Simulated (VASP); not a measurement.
# MnO2 (P4_2/mnm) in VASP: single point with PBE

Aim: the single point of MnO2 with PBE.

Program: VASP 6.6.1. These are calculated values, not measurements. Logs are shortened: lines on timing, memory, paths and dates and some standing lists are left out, and cuts for length are marked.

### Step 1. The cell of the first run

It takes space group P4_2/mnm (No. 136, tetragonal). The conventional cell has a = 4.398 Å, b = 4.398 Å, c = 2.873 Å, α = 90.00°, β = 90.00°, γ = 90.00°. Within 2.5 Å of Mn (site symmetry mmm) lie 6 O at 1.88 to 1.90 Å. Within 2.5 Å of O (site symmetry m2m) lie 3 Mn at 1.88 to 1.90 Å and 1 O at 2.42 Å.

### Step 2. Single point, PBE

The input, INCAR:

```
SYSTEM = MnO2
PREC = Accurate
ENCUT = 1340
EDIFF = 1E-6
ISMEAR = -1
SIGMA = 0.02
LREAL = .False.
LASPH = .True.
NELM = 120
ALGO = Normal
ISIF = 2
LWAVE = .False.
LCHARG = .False.
GGA = PE
NBANDS = 36
GGA_COMPAT = .False.
```

The input, KPOINTS:

```
Automatic mesh
0
Gamma
  5 5 7
  0 0 0
```

The input, POSCAR:

```
MnO2
1.0
    4.3983000000      0.0000000000      0.0000000000
    0.0000000000      4.3983000000      0.0000000000
    0.0000000000      0.0000000000      2.8730000000
Mn O
2 4
Direct
    0.0000000000      0.0000000000      0.0000000000
    0.5000000000      0.5000000000      0.5000000000
    0.3051500000      0.3051500000      0.0000000000
    0.1948500000      0.8051500000      0.5000000000
    0.6948500000      0.6948500000      0.0000000000
    0.8051500000      0.1948500000      0.5000000000
```

Potentials or basis: VASP PAW PBE potentials, release 64 (Mn_sv, O_h).

The run is started by

```bash
$ cat potpaw_PBE.64/Mn_sv/POTCAR potpaw_PBE.64/O_h/POTCAR > POTCAR
$ mpirun -np 1 vasp_std > vasp.out
```

OUTCAR:

```text
SYSTEM = MnO2
   PREC = Accurate
   ENCUT = 1340
   EDIFF = 1E-6
   ISMEAR = -1
   LREAL = .False.
   LASPH = .True.
   NELM = 120
   ISIF = 2
   GGA = PE

 ion  position               nearest neighbor table
   1  0.000  0.000  0.000-   4 1.88   6 1.88   4 1.88   6 1.88   5 1.90   3 1.90
   2  0.500  0.500  0.500-   3 1.88   5 1.88   3 1.88   5 1.88   4 1.90   6 1.90
   3  0.305  0.305  0.000-   2 1.88   2 1.88   1 1.90
   4  0.195  0.805  0.500-   1 1.88   1 1.88   2 1.90
   5  0.695  0.695  0.000-   2 1.88   2 1.88   1 1.90
   6  0.805  0.195  0.500-   1 1.88   1 1.88   2 1.90

  LATTYP: Found a simple tetragonal cell.
 ALAT       =     4.3983000000
 C/A-ratio  =     0.6532069209

  Lattice vectors:

 A1 = (   4.3983000000,   0.0000000000,   0.0000000000)
 A2 = (   0.0000000000,   4.3983000000,   0.0000000000)
 A3 = (   0.0000000000,   0.0000000000,   2.8730000000)

Analysis of symmetry for initial positions (statically):
=====================================================================
 Subroutine PRICEL returns:
 Original cell was already a primitive cell.

 Routine SETGRP: Setting up the symmetry group for a
 simple tetragonal supercell.

 Subroutine GETGRP returns: Found 16 space group operations
 (whereof  8 operations were pure point group operations)
 out of a pool of 16 trial point group operations.

The static configuration has the point symmetry D_2h.
 The point group associated with its full space group is D_4h.

Analysis of symmetry for dynamics (positions and initial velocities):
=====================================================================
 Subroutine PRICEL returns:
 Original cell was already a primitive cell.

 Routine SETGRP: Setting up the symmetry group for a
 simple tetragonal supercell.

 Subroutine GETGRP returns: Found 16 space group operations
 (whereof  8 operations were pure point group operations)
 out of a pool of 16 trial point group operations.

The dynamic configuration has the point symmetry D_2h.
 The point group associated with its full space group is D_4h.

 Subroutine INISYM returns: Found 16 space group operations
 (whereof  8 operations are pure point group operations),
 and found     1 'primitive' translations

----------------------------------------------------------------------------------------

                                     Primitive cell

  volume of cell :      55.5783

  direct lattice vectors                    reciprocal lattice vectors
     4.398300000  0.000000000  0.000000000     0.227360571  0.000000000  0.000000000
     0.000000000  4.398300000  0.000000000     0.000000000  0.227360571  0.000000000
     0.000000000  0.000000000  2.873000000     0.000000000  0.000000000  0.348068221

  length of vectors
     4.398300000  4.398300000  2.873000000     0.227360571  0.227360571  0.348068221

  position of ions in fractional coordinates (direct lattice)
     0.000000000  0.000000000  0.000000000
     0.500000000  0.500000000  0.500000000
     0.305150000  0.305150000  0.000000000
     0.194850000  0.805150000  0.500000000
     0.694850000  0.694850000  0.000000000
     0.805150000  0.194850000  0.500000000

  ion indices of the primitive-cell ions
   primitive index   ion index
                 1           1
                 2           2
                 3           3
                 4           4
                 5           5
                 6           6

----------------------------------------------------------------------------------------

 KPOINTS: Automatic mesh

Automatic generation of k-mesh.
 Grid dimensions read from file:
 generate k-points for:    5    5    7

 Generating k-lattice:

  Cartesian coordinates                     Fractional coordinates (reciprocal lattice)
     0.045472114  0.000000000  0.000000000     0.200000000  0.000000000  0.000000000
     0.000000000  0.045472114  0.000000000     0.000000000  0.200000000  0.000000000
     0.000000000  0.000000000  0.049724032     0.000000000  0.000000000  0.142857143

  Length of vectors
     0.045472114  0.045472114  0.049724032

  Shift w.r.t. Gamma in fractional coordinates (k-lattice)
     0.000000000  0.000000000  0.000000000

 Subroutine IBZKPT returns following result:
 ===========================================

 Found     24 irreducible k-points:

 Following reciprocal coordinates:
            Coordinates               Weight
  0.000000  0.000000  0.000000      1.000000
  0.200000  0.000000  0.000000      4.000000
  0.400000  0.000000  0.000000      4.000000
  0.200000  0.200000  0.000000      4.000000
  0.400000  0.200000  0.000000      8.000000
  0.400000  0.400000  0.000000      4.000000
[... 16 lines left out ...]
  0.400000  0.200000  0.428571     16.000000
  0.400000  0.400000  0.428571      8.000000
   k-points           NKPTS =     24   k-points in BZ     NKDIM =     24   number of bands    NBANDS=     36
   number of dos      NEDOS =    301   number of ions     NIONS =      6
   total plane-waves  NPLWV = 104976
   dimension x,y,z NGX =    54 NGY =   54 NGZ =   36
   dimension x,y,z NGXF=   108 NGYF=  108 NGZF=   72
   ions per type =               2   4
   NGX,Y,Z   is equivalent  to a cutoff of  20.41, 20.41, 20.83 a.u.
   NGXF,Y,Z  is equivalent  to a cutoff of  40.82, 40.82, 41.66 a.u.
 SYSTEM =  MnO2
   PREC   = accura    normal or accurate (medium, high low for compatibility)
   ISTART =      0    job   : 0-new  1-cont  2-samecut
   ICHARG =      2    charge: 1-file 2-atom 10-const
   ISPIN  =      1    spin polarized calculation?
   LNONCOLLINEAR =      F non collinear calculations
   LSORBIT =      F    spin-orbit coupling
   LASPH  =      T    aspherical Exc in radial PAW
   ENCUT  = 1340.0 eV  98.49 Ry    9.92 a.u.  13.13 13.13  8.58*2*pi/ulx,y,z
   NELM   =    120;   NELMIN=  2; NELMDL= -5     # of ELM steps
   EDIFF  = 0.1E-05   stopping-criterion for ELM
   LREAL  =      F    real-space projection
   EDIFFG = 0.1E-04   stopping-criterion for IOM
   NSW    =      0    number of steps for IOM
   IBRION =     -1    ionic relax: 0-MD 1-quasi-New 2-CG
   NFREE  =      0    steps in history (QN), initial steepest desc. (CG)
   ISIF   =      2    stress and relaxation
   ISYM   =      2    0-nonsym 1-usesym 2-fastsym
   POTIM  = 0.5000    time-step for ionic-motion
   TEBEG  =    0.0;   TEEND  =   0.0 temperature during run
   PSTRESS=    0.0 pullay stress
   NELECT =      54.0000    total number of electrons
   NUPDOWN=      -1.0000    fix difference up-down
   EMIN   =  10.00;   EMAX   =-10.00  energy-range for DOS
   EFERMI =   0.00;   METHOD = LEGACY
   ISMEAR =    -1;   SIGMA  =   0.02  broadening in eV -4-tet -1-fermi 0-gaus
   EFERMI_NEDOS =   21; number of points for ismear=-14 and -15
   IALGO  =     38    algorithm
   IMIX   =      4    mixing-type and parameters
     AMIX     =   0.40;   BMIX     =  1.00
     AMIX_MAG =   1.60;   BMIX_MAG =  1.00
  volume/ion in A,a.u.               =       9.26        62.51
  Fermi-wavevector in a.u.,A,eV,Ry     =   1.621453  3.064101 35.771202  2.629109
  Thomas-Fermi vector in A             =   2.715226
   LORBIT       =      0    0 simple, 1 ext, 2 COOP (PROOUT), +10 PAW based schemes
   GGA     = PE    functional components
   LHFCALC =     F    Hartree Fock is set to
   AEXX    =    0.0000 exact exchange contribution
   IVDW    =     0    specifies the selected vdW correction
   LEPSILON=     F    determine dielectric tensor
   LRPA    =     F    only Hartree local field effects (RPA)
 non-spin polarized calculation
  energy-cutoff  :     1340.00
  volume of cell :       55.58
 maximum number of plane-waves:      6245
 NGX is ok and might be reduce to    54
   NGX = 27   NGY = 27   NGZ = 17

 number of electron      54.0000001 magnetization

 Free energy of the ion-electron system (eV)
  ---------------------------------------------------
  ext. energy  EPLUGINS =         0.00000000
  ---------------------------------------------------
  free energy    TOTEN  =       -46.84934171 eV

  energy without entropy =      -46.83503599  energy(sigma->0) =      -46.84218885

 E-fermi :   7.2920     XC(G=0): -12.0973

 val. band max:        7.2903339523   @ k =   0.4000   0.0000   0.0000
 cond. band min:       7.2951537321   @ k =   0.4000   0.2000   0.2857
 fundamental gap:      0.0048197798
 Fermi energy:         7.2919776670

 k-point     1 :       0.0000    0.0000    0.0000
  band No.  band energies     occupation
      1     -72.7357      2.00000
      2     -72.7325      2.00000
      3     -41.5695      2.00000
      4     -41.5695      2.00000
      5     -41.4275      2.00000
      6     -41.4275      2.00000
[... 28 lines left out ...]
     35      15.0593      0.00000
     36      18.5159      0.00000

 k-point     2 :       0.2000    0.0000    0.0000
  band No.  band energies     occupation
      1     -72.7354      2.00000
      2     -72.7328      2.00000
      3     -41.5690      2.00000
      4     -41.5690      2.00000
      5     -41.4282      2.00000
      6     -41.4281      2.00000
[... 28 lines left out ...]
     35      15.5820      0.00000
     36      18.4782      0.00000

 k-point     3 :       0.4000    0.0000    0.0000
  band No.  band energies     occupation
      1     -72.7346      2.00000
      2     -72.7336      2.00000
      3     -41.5682      2.00000
      4     -41.5682      2.00000
      5     -41.4292      2.00000
      6     -41.4292      2.00000
[... 28 lines left out ...]
     35      16.7708      0.00000
     36      17.9351      0.00000
[... 742 lines left out ...]
 k-point    23 :       0.4000    0.2000    0.4286
  band No.  band energies     occupation
      1     -72.7254      2.00000
      2     -72.7252      2.00000
      3     -41.5607      2.00000
      4     -41.5602      2.00000
      5     -41.4499      2.00000
      6     -41.4487      2.00000
[... 28 lines left out ...]
     35      19.0946      0.00000
     36      19.7663      0.00000

 k-point    24 :       0.4000    0.4000    0.4286
  band No.  band energies     occupation
      1     -72.7253      2.00000
      2     -72.7253      2.00000
      3     -41.5603      2.00000
      4     -41.5599      2.00000
      5     -41.4497      2.00000
      6     -41.4490      2.00000
[... 28 lines left out ...]
     35      18.9418      0.00000
     36      19.2719      0.00000

------------------------ aborting loop because EDIFF is reached ----------------------------------------

  FORCE on cell =-STRESS in cart. coord.  units (eV):
  Direction    XX          YY          ZZ          XY          YZ          ZX
  --------------------------------------------------------------------------------------
  -------------------------------------------------------------------------------------
  Total       -1.6620229     -1.6620229     -4.1350978      0.0000000      0.0000000      0.0000000
  in kB      -47.9117758    -47.9117758   -119.2040597      0.0000000      0.0000000      0.0000000
  external PRESSURE =     -71.6758704 kB  Pullay stress =       0.0000000 kB

 VOLUME and BASIS-vectors are now :
 -----------------------------------------------------------------------------
  energy-cutoff  :     1340.00
  volume of cell :       55.58
      direct lattice vectors                 reciprocal lattice vectors
     4.398300000  0.000000000  0.000000000     0.227360571  0.000000000  0.000000000
     0.000000000  4.398300000  0.000000000     0.000000000  0.227360571  0.000000000
     0.000000000  0.000000000  2.873000000     0.000000000  0.000000000  0.348068221

 POSITION                                       TOTAL-FORCE (eV/Angst)
 -----------------------------------------------------------------------------------
      0.00000      0.00000      0.00000         0.000000     -0.000000      0.000000
      2.19915      2.19915      1.43650         0.000000     -0.000000      0.000000
      1.34214      1.34214      0.00000        -0.222331     -0.222331      0.000000
      0.85701      3.54129      1.43650         0.222331     -0.222331      0.000000
      3.05616      3.05616      0.00000         0.222331      0.222331      0.000000
      3.54129      0.85701      1.43650        -0.222331      0.222331      0.000000
 -----------------------------------------------------------------------------------
    total drift:                               -0.000000      0.000000      0.000000

  FREE ENERGIE OF THE ION-ELECTRON SYSTEM (eV)
  ---------------------------------------------------
  free  energy   TOTEN  =       -46.8493417142 eV

  energy  without entropy=      -46.8350359877  energy(sigma->0) =      -46.84218885
```

It took 2.3 min on 1 thread of Intel Xeon 6975P-C (Granite Rapids), shared host; peak memory 0.4 GiB.

What came out:

```yaml
Free_energy: -46.8493 eV
Pressure: -7.2 GPa
Largest_force: 0.314 eV/Å
Band_gap_on_the_k_mesh: zero (bands 27 and 28 overlap by 0.75 eV)
```

Forces in eV/Å, atoms in the order of the input:
```
Mn   0.000  0.000  0.000
Mn   0.000  0.000  0.000
O   -0.222 -0.222  0.000
O    0.222 -0.222  0.000
O    0.222  0.222  0.000
O   -0.222  0.222  0.000
```

Caveat: the stress differs along the axes, from -12 to -5 GPa; the run has no spin polarisation, though such a crystal can be magnetic; semilocal functionals often make such compounds metallic where correlation or magnetic order opens a gap, which also shifts bond lengths. Spin polarisation is off, so any magnetic state and its effect on volume and gap are missing.
